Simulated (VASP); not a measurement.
Wanted: the native input for a VASP 6.6.1 run.

| Item | Value |
| --- | --- |
| Task | single point |
| Functional | LDA |
| Potentials or basis | VASP PAW LDA potentials, release 64 (Pt, Ir) |
| Cutoff | 500 eV |
| k mesh | 13 × 13 × 13 |
| Occupations | fermi-dirac, width 0.1 eV |
| Spin | no spin polarisation |
| Dipole correction | no |
| Further INCAR settings | ALGO = Normal; EDIFF = 1e-06; NBANDS = 16 |

The structure of IrPt lies in POSCAR:

```
IrPt
1.0
    0.0000000000      2.2826121700      2.2826121700
    2.2826121700      0.0000000000      2.2826121700
    2.2826121700      2.2826121700      0.0000000000
Pt Ir
1 1
Direct
    0.0000000000      0.0000000000      0.0000000000
    0.5000000000      0.5000000000      0.5000000000
```

The input as run:

INCAR

```
ALGO = Normal
EDIFF = 1E-6
ENCUT = 500
GGA_COMPAT = F
ISIF = 2
ISMEAR = -1
LASPH = T
LCHARG = F
LREAL = F
LWAVE = F
NBANDS = 16
NELM = 120
PREC = Accurate
SIGMA = 0.1
```

KPOINTS

```
k-points
0
Gamma
  13 13 13
```

Potentials or basis: VASP PAW LDA potentials, release 64 (Pt, Ir).

Launch:

```bash
$ cat potpaw_LDA.64/Pt/POTCAR potpaw_LDA.64/Ir/POTCAR > POTCAR
$ mpirun -np 1 vasp_std > vasp.out
```

It gave:

```
Pressure               : 196.9 GPa
Band gap on the k mesh : zero (an odd number of electrons rules out a gap without spin polarisation)
```

Caveat: the cell stands under pressure; spin-orbit coupling is left out, which moves the levels of the heavy elements.

Run time: 27 s on 1 thread of AMD EPYC 7R43 64-Core Processor (Zen 3) (shared host), peak memory 0.12 GiB.
